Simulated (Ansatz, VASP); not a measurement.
## C: VASP beside Ansatz

```
C
1.0
     0.00000    1.78337    1.78337
     1.78337    0.00000    1.78337
     1.78337    1.78337    0.00000
C
2
Cartesian
  -0.0120 0.0423 0.0126
  0.9036 0.8494 0.8791
```

Alike in both runs: task single point; functional PBEsol; k mesh 5 × 5 × 5; no spin polarisation.

|  | VASP | Ansatz |
| --- | --- | --- |
| version | VASP 6.6.1 | Ansatz 0.2.0 |
| potentials or method | VASP PAW PBE potentials, release 64 (C) | plane waves, PAW |
| plane-wave cutoff (eV) | 600 | 420 |
| occupations | fermi-dirac, width 0.1 eV | fermi-dirac |
| valence electrons in the cell | 8 | 8 |

|  | VASP | Ansatz | Ansatz less VASP |
| --- | --- | --- | --- |
| rms of the force components (eV/Å) | 1.852 | 1.842 | -0.0107 |

VASP's potentials were made for PBE, not for PBEsol. Atom by atom the forces differ by 0.011 eV/Å (rms over components).

The k mesh is coarse, so the values compare programs but aren't converged.
